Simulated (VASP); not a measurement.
# BaTiO3 (P4/mmm) in VASP: a series of runs

The runs below take BaTiO3 through single point, with PBE.

All numbers are computed with VASP 6.6.1; they aren't measurements. Logs are shortened: lines on timing, memory, paths and dates and some standing lists are left out, and cuts for length are marked.

**1. The cell of the first run**

It takes space group P4/mmm (No. 123, tetragonal). The conventional cell has a = 3.999 Å, b = 3.999 Å, c = 4.100 Å, α = 90.00°, β = 90.00°, γ = 90.00°. Within 3.7 Å of Ba (site symmetry 4/mmm) lie 12 O at 2.83 to 2.86 Å and 8 Ti at 3.49 Å. Within 2.6 Å of Ti (site symmetry 4/mmm) lie 6 O at 2.00 to 2.05 Å. O (site symmetry 4/mmm) has 2 Ti at 2.05 Å within 2.7 Å. Within 2.6 Å of O (site symmetry mmm) lie 2 Ti at 2.00 Å.

**2. Single point, PBE (uniaxial strain along a: +2.0 %, then relaxed in part)**

Input file INCAR:

```
SYSTEM = BaTiO3
PREC = Accurate
ENCUT = 1340
EDIFF = 1E-6
ISMEAR = 0
SIGMA = 0.02
LREAL = .FALSE.
LASPH = .TRUE.
NELM = 120
ALGO = Normal
ISIF = 2
LWAVE = .FALSE.
LCHARG = .FALSE.
GGA = PE
NBANDS = 28
GGA_COMPAT = .FALSE.
```

Input file KPOINTS:

```
regular mesh
0
G
  8 8 8
  0 0 0
```

Input file POSCAR:

```
BaTiO3
1.0
    4.0996359519      0.0000000000      0.0000000000
    0.0000000000      3.9986887195      0.0000000000
    0.0000000000      0.0000000000      3.9986887195
Ba Ti O
1 1 3
Direct
    0.5000000000      0.5000000000      0.5000000000
    0.0000000000      0.0000000000      0.0000000000
    0.5000000000      0.0000000000      0.0000000000
    0.0000000000      0.5000000000      0.0000000000
    0.0000000000      0.0000000000      0.5000000000
```

Potentials or basis: VASP PAW PBE potentials, release 64 (Ba_sv, Ti_sv, O_h).

Started as:

```console
cat potpaw_PBE.64/Ba_sv/POTCAR potpaw_PBE.64/Ti_sv/POTCAR potpaw_PBE.64/O_h/POTCAR > POTCAR
mpirun -np 1 vasp_std > vasp.out
```

OUTCAR:

```text
SYSTEM = BaTiO3
   PREC = Accurate
   ENCUT = 1340
   EDIFF = 1E-6
   ISMEAR = 0
   LREAL = .FALSE.
   LASPH = .TRUE.
   NELM = 120
   ISIF = 2
   GGA = PE

 ion  position               nearest neighbor table
   1  0.500  0.500  0.500-   3 2.83   3 2.83   3 2.83   3 2.83   4 2.86   5 2.86   5 2.86   4 2.86
                             4 2.86   5 2.86   4 2.86   5 2.86   2 3.49   2 3.49   2 3.49   2 3.49
   2  0.000  0.000  0.000-   4 2.00   5 2.00   5 2.00   4 2.00   3 2.05   3 2.05   1 3.49   1 3.49
                             1 3.49   1 3.49   1 3.49   1 3.49   1 3.49   1 3.49
   3  0.500  0.000  0.000-   2 2.05   2 2.05   1 2.83   1 2.83   1 2.83   1 2.83
   4  0.000  0.500  0.000-   2 2.00   2 2.00   1 2.86   1 2.86   1 2.86   1 2.86
   5  0.000  0.000  0.500-   2 2.00   2 2.00   1 2.86   1 2.86   1 2.86   1 2.86

  LATTYP: Found a simple tetragonal cell.
 ALAT       =     3.9986887195
 C/A-ratio  =     1.0252450839

  Lattice vectors:

 A1 = (   0.0000000000,   3.9986887195,   0.0000000000)
 A2 = (   0.0000000000,   0.0000000000,   3.9986887195)
 A3 = (   4.0996359519,   0.0000000000,   0.0000000000)

Analysis of symmetry for initial positions (statically):
=====================================================================
 Subroutine PRICEL returns:
 Original cell was already a primitive cell.

 Routine SETGRP: Setting up the symmetry group for a
 simple tetragonal supercell.

 Subroutine GETGRP returns: Found 16 space group operations
 (whereof 16 operations were pure point group operations)
 out of a pool of 16 trial point group operations.

The static configuration has the point symmetry D_4h.

Analysis of symmetry for dynamics (positions and initial velocities):
=====================================================================
 Subroutine PRICEL returns:
 Original cell was already a primitive cell.

 Routine SETGRP: Setting up the symmetry group for a
 simple tetragonal supercell.

 Subroutine GETGRP returns: Found 16 space group operations
 (whereof 16 operations were pure point group operations)
 out of a pool of 16 trial point group operations.

The dynamic configuration has the point symmetry D_4h.

 Subroutine INISYM returns: Found 16 space group operations
 (whereof 16 operations are pure point group operations),
 and found     1 'primitive' translations

----------------------------------------------------------------------------------------

                                     Primitive cell

  volume of cell :      65.5512

  direct lattice vectors                    reciprocal lattice vectors
     4.099635952  0.000000000  0.000000000     0.243924098  0.000000000  0.000000000
     0.000000000  3.998688720  0.000000000     0.000000000  0.250081982  0.000000000
     0.000000000  0.000000000  3.998688720     0.000000000  0.000000000  0.250081982

  length of vectors
     4.099635952  3.998688720  3.998688720     0.243924098  0.250081982  0.250081982

  position of ions in fractional coordinates (direct lattice)
     0.500000000  0.500000000  0.500000000
     0.000000000  0.000000000  0.000000000
     0.500000000  0.000000000  0.000000000
     0.000000000  0.500000000  0.000000000
     0.000000000  0.000000000  0.500000000

  ion indices of the primitive-cell ions
   primitive index   ion index
                 1           1
                 2           2
                 3           3
                 4           4
                 5           5

----------------------------------------------------------------------------------------

 KPOINTS: regular mesh

Automatic generation of k-mesh.
 Grid dimensions read from file:
 generate k-points for:    8    8    8

 Generating k-lattice:

  Cartesian coordinates                     Fractional coordinates (reciprocal lattice)
     0.030490512  0.000000000  0.000000000     0.125000000  0.000000000  0.000000000
     0.000000000  0.031260248  0.000000000     0.000000000  0.125000000  0.000000000
     0.000000000  0.000000000  0.031260248     0.000000000  0.000000000  0.125000000

  Length of vectors
     0.030490512  0.031260248  0.031260248

  Shift w.r.t. Gamma in fractional coordinates (k-lattice)
     0.000000000  0.000000000  0.000000000

 Subroutine IBZKPT returns following result:
 ===========================================

 Found     75 irreducible k-points:

 Following reciprocal coordinates:
            Coordinates               Weight
  0.000000  0.000000  0.000000      1.000000
  0.125000  0.000000  0.000000      2.000000
  0.250000  0.000000  0.000000      2.000000
  0.375000  0.000000  0.000000      2.000000
  0.500000  0.000000  0.000000      1.000000
  0.000000  0.125000  0.000000      4.000000
[... 16 lines left out ...]
  0.250000  0.500000  0.000000      4.000000
  0.375000  0.500000  0.000000      4.000000
 [... further k-points ...]
   k-points           NKPTS =     75   k-points in BZ     NKDIM =     75   number of bands    NBANDS=     28
   number of dos      NEDOS =    301   number of ions     NIONS =      5
   total plane-waves  NPLWV = 115200
   dimension x,y,z NGX =    50 NGY =   48 NGZ =   48
   dimension x,y,z NGXF=   100 NGYF=   96 NGZF=   96
   ions per type =               1   1   3
   NGX,Y,Z   is equivalent  to a cutoff of  20.28, 19.96, 19.96 a.u.
   NGXF,Y,Z  is equivalent  to a cutoff of  40.55, 39.91, 39.91 a.u.
 SYSTEM =  BaTiO3
   PREC   = accura    normal or accurate (medium, high low for compatibility)
   ISTART =      0    job   : 0-new  1-cont  2-samecut
   ICHARG =      2    charge: 1-file 2-atom 10-const
   ISPIN  =      1    spin polarized calculation?
   LNONCOLLINEAR =      F non collinear calculations
   LSORBIT =      F    spin-orbit coupling
   LASPH  =      T    aspherical Exc in radial PAW
   ENCUT  = 1340.0 eV  98.49 Ry    9.92 a.u.  12.24 11.94 11.94*2*pi/ulx,y,z
   NELM   =    120;   NELMIN=  2; NELMDL= -5     # of ELM steps
   EDIFF  = 0.1E-05   stopping-criterion for ELM
   LREAL  =      F    real-space projection
   EDIFFG = 0.1E-04   stopping-criterion for IOM
   NSW    =      0    number of steps for IOM
   IBRION =     -1    ionic relax: 0-MD 1-quasi-New 2-CG
   NFREE  =      0    steps in history (QN), initial steepest desc. (CG)
   ISIF   =      2    stress and relaxation
   ISYM   =      2    0-nonsym 1-usesym 2-fastsym
   POTIM  = 0.5000    time-step for ionic-motion
   TEBEG  =    0.0;   TEEND  =   0.0 temperature during run
   PSTRESS=    0.0 pullay stress
   NELECT =      40.0000    total number of electrons
   NUPDOWN=      -1.0000    fix difference up-down
   EMIN   =  10.00;   EMAX   =-10.00  energy-range for DOS
   EFERMI =   0.00;   METHOD = LEGACY
   ISMEAR =     0;   SIGMA  =   0.02  broadening in eV -4-tet -1-fermi 0-gaus
   EFERMI_NEDOS =   21; number of points for ismear=-14 and -15
   IALGO  =     38    algorithm
   IMIX   =      4    mixing-type and parameters
     AMIX     =   0.40;   BMIX     =  1.00
     AMIX_MAG =   1.60;   BMIX_MAG =  1.00
  volume/ion in A,a.u.               =      13.11        88.47
  Fermi-wavevector in a.u.,A,eV,Ry     =   1.388571  2.624018 26.233782  1.928129
  Thomas-Fermi vector in A             =   2.512684
   LORBIT       =      0    0 simple, 1 ext, 2 COOP (PROOUT), +10 PAW based schemes
   GGA     = PE    functional components
   LHFCALC =     F    Hartree Fock is set to
   AEXX    =    0.0000 exact exchange contribution
   IVDW    =     0    specifies the selected vdW correction
   LEPSILON=     F    determine dielectric tensor
   LRPA    =     F    only Hartree local field effects (RPA)
 non-spin polarized calculation
 Gauss-broadening in eV      SIGMA  =   0.02
  energy-cutoff  :     1340.00
  volume of cell :       65.55
 maximum number of plane-waves:      7332
 NGX is ok and might be reduce to    50
   NGX = 25   NGY = 23   NGZ = 23

 number of electron      40.0000002 magnetization

 Free energy of the ion-electron system (eV)
  ---------------------------------------------------
  ext. energy  EPLUGINS =         0.00000000
  ---------------------------------------------------
  free energy    TOTEN  =       -39.99787204 eV

  energy without entropy =      -39.99787204  energy(sigma->0) =      -39.99787204

 E-fermi :   4.1638     XC(G=0): -11.1472

 val. band max:        4.0463635996   @ k =   0.5000   0.5000   0.5000
 cond. band min:       5.7051260028   @ k =   0.0000   0.0000   0.0000
 fundamental gap:      1.6587624031
 Fermi energy:         4.1637858446

 k-point     1 :       0.0000    0.0000    0.0000
  band No.  band energies     occupation
      1     -52.7117      2.00000
      2     -28.9130      2.00000
      3     -28.9130      2.00000
      4     -28.9086      2.00000
      5     -20.8490      2.00000
      6     -12.8417      2.00000
[... 20 lines left out ...]
     27       9.1691      0.00000
     28      11.1709      0.00000

 k-point     2 :       0.1250    0.0000    0.0000
  band No.  band energies     occupation
      1     -52.7116      2.00000
      2     -28.9142      2.00000
      3     -28.9128      2.00000
      4     -28.9128      2.00000
      5     -20.8354      2.00000
      6     -12.8634      2.00000
[... 20 lines left out ...]
     27       9.4441      0.00000
     28      11.5200      0.00000

 k-point     3 :       0.2500    0.0000    0.0000
  band No.  band energies     occupation
      1     -52.7113      2.00000
      2     -28.9275      2.00000
      3     -28.9123      2.00000
      4     -28.9123      2.00000
      5     -20.8023      2.00000
      6     -12.9392      2.00000
[... 20 lines left out ...]
     27      10.1628      0.00000
     28      12.3637      0.00000

 k-point     4 :       0.3750    0.0000    0.0000
  band No.  band energies     occupation
      1     -52.7111      2.00000
      2     -28.9408      2.00000
      3     -28.9118      2.00000
      4     -28.9118      2.00000
      5     -20.7687      2.00000
      6     -13.0359      2.00000
[... 578 lines left out ...]
     27      11.8382      0.00000
     28      12.3144      0.00000

 k-point    23 :       0.2500    0.5000    0.0000
  band No.  band energies     occupation
      1     -52.7104      2.00000
      2     -28.9633      2.00000
      3     -28.9249      2.00000
      4     -28.9104      2.00000
      5     -20.7075      2.00000
      6     -12.7785      2.00000
[... 20 lines left out ...]
     27      12.4096      0.00000
     28      12.6486      0.00000

 k-point    24 :       0.3750    0.5000    0.0000
  band No.  band energies     occupation
      1     -52.7101      2.00000
      2     -28.9624      2.00000
      3     -28.9378      2.00000
      4     -28.9099      2.00000
      5     -20.6865      2.00000
      6     -12.6050      2.00000
[... 20 lines left out ...]
     27      11.8834      0.00000
     28      13.4433      0.00000

 [... further k-points ...]
[... 5 lines left out ...]
  --------------------------------------------------------------------------------------
  -------------------------------------------------------------------------------------
  Total       -1.1249552      0.6249021      0.6249021      0.0000000      0.0000000      0.0000000
  in kB      -27.4957350     15.2736231     15.2736231      0.0000000      0.0000000      0.0000000
  external PRESSURE =       1.0171704 kB  Pullay stress =       0.0000000 kB

 VOLUME and BASIS-vectors are now :
 -----------------------------------------------------------------------------
  energy-cutoff  :     1340.00
  volume of cell :       65.55
      direct lattice vectors                 reciprocal lattice vectors
     4.099635952  0.000000000  0.000000000     0.243924098  0.000000000  0.000000000
     0.000000000  3.998688720  0.000000000     0.000000000  0.250081982  0.000000000
     0.000000000  0.000000000  3.998688720     0.000000000  0.000000000  0.250081982

 POSITION                                       TOTAL-FORCE (eV/Angst)
 -----------------------------------------------------------------------------------
      2.04982      1.99934      1.99934         0.000000      0.000000      0.000000
      0.00000      0.00000      0.00000         0.000000      0.000000      0.000000
      2.04982      0.00000      0.00000         0.000000      0.000000      0.000000
      0.00000      1.99934      0.00000         0.000000      0.000000      0.000000
      0.00000      0.00000      1.99934         0.000000      0.000000      0.000000
 -----------------------------------------------------------------------------------
    total drift:                                0.000000      0.000000     -0.000000

  FREE ENERGIE OF THE ION-ELECTRON SYSTEM (eV)
  ---------------------------------------------------
  free  energy   TOTEN  =       -39.9978720447 eV

  energy  without entropy=      -39.9978720447  energy(sigma->0) =      -39.99787204
```

Run time: 10 min. Hardware: 1 thread of Intel Xeon Platinum 8259CL at 2.50GHz (Skylake/Cascade Lake), shared host; peak memory 0.73 GiB.

Results:

* Free energy: -39.9979 eV
* Pressure: 0.1 GPa
* Band gap on the k mesh: 1.66 eV (least direct gap 1.85 eV)

Stress tensor (GPa, compression positive):
```
-2.75  0.00  0.00
 0.00  1.53  0.00
 0.00  0.00  1.53
```

Caveat: the cell differs from its parent crystal (uniaxial strain along a: +2.0 %, then relaxed in part); spin-orbit coupling is left out, which moves the levels of the heavy elements. A k mesh can miss the band edges.

(Continued in part 2 of 2.)
